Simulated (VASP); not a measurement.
# Sc (Im-3m) in VASP: further runs, part 2 of 2

VASP 6.6.1.

## 3. Relaxation of cell and atoms, LDA

This run uses another cell than the first one, of 24.92 Å³/atom, 1.091 times its volume.

Contents of INCAR:

```
SYSTEM = Sc
PREC = Accurate
ENCUT = 600
EDIFF = 1E-6
ISMEAR = -1
SIGMA = 0.05
LREAL = .FALSE.
LASPH = .TRUE.
NELM = 100
ALGO = Normal
ISIF = 3
LWAVE = .FALSE.
LCHARG = .FALSE.
GGA = CA
IBRION = 2
NSW = 80
EDIFFG = -0.03
```

Contents of KPOINTS:

```
Automatic mesh
0
G
  6 6 6
  0 0 0
```

Contents of POSCAR:

```
Sc
1.0
    3.6800000000      0.0000000000      0.0000000000
    0.0000000000      3.6800000000      0.0000000000
    0.0000000000      0.0000000000      3.6800000000
Sc
2
Direct
    0.0000000000      0.0000000000      0.0000000000
    0.5000000000      0.5000000000      0.5000000000
```

Potentials or basis: VASP PAW LDA potentials, release 64 (Sc_sv).

The run is started by

```
$ cat potpaw_LDA.64/Sc_sv/POTCAR > POTCAR
$ mpirun -np 1 vasp_std > vasp.out
```

OUTCAR:

```text
SYSTEM = Sc
   PREC = Accurate
   ENCUT = 600
   EDIFF = 1E-6
   ISMEAR = -1
   LREAL = .FALSE.
   LASPH = .TRUE.
   NELM = 100
   ISIF = 3
   GGA = CA
   IBRION = 2
   NSW = 80
   EDIFFG = -0.03

 ion  position               nearest neighbor table
   1  0.000  0.000  0.000-   2 3.19   2 3.19   2 3.19   2 3.19   2 3.19   2 3.19   2 3.19   2 3.19

   2  0.500  0.500  0.500-   1 3.19   1 3.19   1 3.19   1 3.19   1 3.19   1 3.19   1 3.19   1 3.19

  LATTYP: Found a simple cubic cell.
 ALAT       =     3.6800000000

  Lattice vectors:

 A1 = (   3.6800000000,   0.0000000000,   0.0000000000)
 A2 = (   0.0000000000,   3.6800000000,   0.0000000000)
 A3 = (   0.0000000000,   0.0000000000,   3.6800000000)

Analysis of symmetry for initial positions (statically):
=====================================================================
 Subroutine PRICEL returns following result:

  LATTYP: Found a body centered cubic cell.
 ALAT       =     3.6800000000

  Lattice vectors:

 A1 = (   1.8400000000,   1.8400000000,  -1.8400000000)
 A2 = (  -1.8400000000,   1.8400000000,   1.8400000000)
 A3 = (   1.8400000000,  -1.8400000000,   1.8400000000)

   2 primitive cells build up your supercell.

 Routine SETGRP: Setting up the symmetry group for a
 simple cubic supercell.

 Subroutine GETGRP returns: Found 48 space group operations
 (whereof 48 operations were pure point group operations)
 out of a pool of 48 trial point group operations.

The static configuration has the point symmetry O_h .

Analysis of symmetry for dynamics (positions and initial velocities):
=====================================================================
 Subroutine PRICEL returns following result:

  LATTYP: Found a body centered cubic cell.
 ALAT       =     3.6800000000

  Lattice vectors:

[... 115 lines left out ...]
   TEBEG  =    0.0;   TEEND  =   0.0 temperature during run
   PSTRESS=    0.0 pullay stress
   NELECT =      22.0000    total number of electrons
   NUPDOWN=      -1.0000    fix difference up-down
   EMIN   =  10.00;   EMAX   =-10.00  energy-range for DOS
   EFERMI =   0.00;   METHOD = LEGACY
   ISMEAR =    -1;   SIGMA  =   0.05  broadening in eV -4-tet -1-fermi 0-gaus
   EFERMI_NEDOS =   21; number of points for ismear=-14 and -15
   IALGO  =     38    algorithm
   IMIX   =      4    mixing-type and parameters
     AMIX     =   0.40;   BMIX     =  1.00
     AMIX_MAG =   1.60;   BMIX_MAG =  1.00
  volume/ion in A,a.u.               =      24.92       168.16
  Fermi-wavevector in a.u.,A,eV,Ry     =   1.246526  2.355592 21.141091  1.553826
  Thomas-Fermi vector in A             =   2.380699
   LORBIT       =      0    0 simple, 1 ext, 2 COOP (PROOUT), +10 PAW based schemes
   GGA     = CA    functional components
   LHFCALC =     F    Hartree Fock is set to
   AEXX    =    0.0000 exact exchange contribution
   IVDW    =     0    specifies the selected vdW correction
   LEPSILON=     F    determine dielectric tensor
   LRPA    =     F    only Hartree local field effects (RPA)
 conjugate gradient relaxation of ions
 non-spin polarized calculation
  energy-cutoff  :      600.00
  volume of cell :       49.84
 maximum number of plane-waves:      1743
 NGX is ok and might be reduce to    30
   NGX = 15   NGY = 15   NGZ = 15

--------------------------------------- Ionic step        1  -------------------------------------------

 number of electron      21.9999992 magnetization

 Free energy of the ion-electron system (eV)
  ---------------------------------------------------
  ext. energy  EPLUGINS =         0.00000000
  ---------------------------------------------------
  free energy    TOTEN  =       -13.16934291 eV

  energy without entropy =      -13.12642409  energy(sigma->0) =      -13.14788350

------------------------ aborting loop because EDIFF is reached ----------------------------------------

  FORCE on cell =-STRESS in cart. coord.  units (eV):
  Direction    XX          YY          ZZ          XY          YZ          ZX
  --------------------------------------------------------------------------------------
  -------------------------------------------------------------------------------------
  Total       -1.4015151     -1.4015151     -1.4015151      0.0000000      0.0000000     -0.0000000
  in kB      -45.0572723    -45.0572723    -45.0572723      0.0000000      0.0000000     -0.0000000
  external PRESSURE =     -45.0572723 kB  Pullay stress =       0.0000000 kB
[... 59 lines left out ...]
--------------------------------------- Ionic step        3  -------------------------------------------

 number of electron      22.0000005 magnetization

 Free energy of the ion-electron system (eV)
  ---------------------------------------------------
  ext. energy  EPLUGINS =         0.00000000
  ---------------------------------------------------
  free energy    TOTEN  =       -13.22990631 eV

  energy without entropy =      -13.18421947  energy(sigma->0) =      -13.20706289

 E-fermi :   4.0318     XC(G=0): -10.4613

 val. band max:        4.0183788205   @ k =   0.5000   0.5000   0.3333
 cond. band min:       4.0510403004   @ k =   0.5000   0.3333   0.3333
 fundamental gap:      0.0326614799
 Fermi energy:         4.0318277759

 k-point     1 :       0.0000    0.0000    0.0000
  band No.  band energies     occupation
      1     -44.7789      2.00000
      2     -44.6207      2.00000
      3     -23.8310      2.00000
      4     -23.8310      2.00000
      5     -23.8310      2.00000
      6     -23.4689      2.00000
      7     -23.4689      2.00000
      8     -23.4689      2.00000
      9      -1.3002      2.00000
     10       2.6287      2.00000
     11       2.6287      2.00000
     12       5.4912      0.00000
     13       5.4912      0.00000
     14       5.4912      0.00000
[... 370 lines left out ...]
  FREE ENERGIE OF THE ION-ELECTRON SYSTEM (eV)
  ---------------------------------------------------
  free  energy   TOTEN  =       -13.2299063080 eV

  energy  without entropy=      -13.1842194746  energy(sigma->0) =      -13.20706289

 reached required accuracy - stopping structural energy minimisation
```

Run time: 34 s. Hardware: 1 thread of Intel Xeon Platinum 8259CL at 2.50GHz (Skylake/Cascade Lake), shared host; peak memory 0.16 GiB.

Results:

- Free energy: -13.2299 eV
- Relaxed volume: 22.88 Å³/atom
- Relaxed cell: a = 3.577 Å, b = 3.577 Å, c = 3.577 Å, α = 90.00°, β = 90.00°, γ = 90.00°
- Space group after relaxing (to 0.05 Å): Im-3m (No. 229)
- Energy gained by relaxing: 30.3 meV/atom
- Ionic steps: 3
- Pressure after relaxing: 0.0 GPa
- Band gap on the k mesh: zero (band 11 reaches 4.55 eV, above the bottom of band 12 at 3.79 eV)

Step by step:
```csv
step,energy change (eV),largest force (eV/Å),pressure (GPa),volume (Å³)
1,0.0000,0.0000,-4.51,49.84
2,-0.0578,0.0000,1.10,44.95
3,-0.0606,0.0000,0.04,45.75
```

Final structure:
```
Sc
1.0
     3.57657    0.00000    0.00000
     0.00000    3.57657    0.00000
     0.00000    0.00000    3.57657
Sc
2
Direct
  0.00000 0.00000 0.00000
  0.50000 0.50000 0.50000
```
